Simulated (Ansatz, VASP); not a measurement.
# Two plane-wave programs on BN

```
B N
1.0
     2.50876    0.00000    0.00000
    -1.25438    2.17265    0.00000
     0.00000    0.00000   26.00000
B N
1 1
Direct
  0.00000 0.00000 0.50000
  0.66667 0.33333 0.50000
```

Alike in both runs: functional PBE; dispersion D3(BJ); k mesh 12 × 12 × 1; occupations gaussian, width 0.02 eV; no spin polarisation.

Ansatz relaxed the structure, and its values are those at the end. VASP's run is a single point on that final structure, the one shown.

```csv
,VASP,Ansatz
version,VASP 6.6.1,Ansatz 0.2.0
potentials or method,"VASP PAW PBE potentials, release 64 (B, N), cutoff 520 eV","scalar-relativistic, plane waves, PAW"
valence electrons in the cell,8,8
```

```tsv
	VASP	Ansatz	Ansatz less VASP
gap on the k mesh at the Fermi level (eV)	4.67	4.68	+0.003
least direct gap on the mesh (eV)	4.67	4.68	+0.003
```

Ansatz's warnings: xc potential rough in thin density.
